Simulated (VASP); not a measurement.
A run of VASP 6.6.1:

File POSCAR:

```
LaH3
1.0
   -1.9461668103      1.9461668103      2.7970058160
    1.9461668103     -1.9461668103      2.7970058160
    1.9461668103      1.9461668103     -2.7970058160
H La
3 1
Direct
    0.7500000000      0.2500000000      0.5000000000
    0.2500000000      0.7500000000      0.5000000000
    0.5000000000      0.5000000000      0.0000000000
    0.0000000000      0.0000000000      0.0000000000
```

The input INCAR.step1:

```
SYSTEM = LaH3
ALGO = Normal ; EDIFF = 1E-4
ENCUT = 520 ; GGA = PE
ISMEAR = 0 ; LASPH = .TRUE.
LCHARG = .FALSE. ; LREAL = .FALSE.
LWAVE = .TRUE. ; NBANDS = 15
NELM = 60 ; PREC = Accurate
SIGMA = 0.05
```

INCAR.step2

```
SYSTEM = LaH3
ALGO = Normal ; EDIFF = 1E-7
ENCUT = 520 ; ISIF = 2
ISMEAR = 0 ; ISTART = 1
LASPH = .TRUE. ; LCHARG = .FALSE.
LMIXTAU = .TRUE. ; LREAL = .FALSE.
LWAVE = .FALSE. ; METAGGA = R2SCAN
NBANDS = 15 ; NELM = 60
PREC = Accurate ; SIGMA = 0.05
```

KPOINTS

```
k-points
0
G
  8 8 8
  0 0 0
```

Potentials or basis: VASP PAW PBE potentials, release 64 (H, La).

Launch:

```console
$ cat potpaw_PBE.64/H/POTCAR potpaw_PBE.64/La/POTCAR > POTCAR
$ cp INCAR.step1 INCAR
$ mpirun -np 1 vasp_std > vasp.out
$ cp INCAR.step2 INCAR
$ mpirun -np 1 vasp_std > vasp.out
```

Hardware: 1 thread of Intel(R) Xeon(R) 6975P-C (Granite Rapids), on a shared host.

**Question.** Estimate the wall time of this run.

**Answer.** It took 110 s on 1 thread of Intel(R) Xeon(R) 6975P-C (Granite Rapids), with other jobs on the host, peak memory 0.2 GiB. Counts: k points 59.
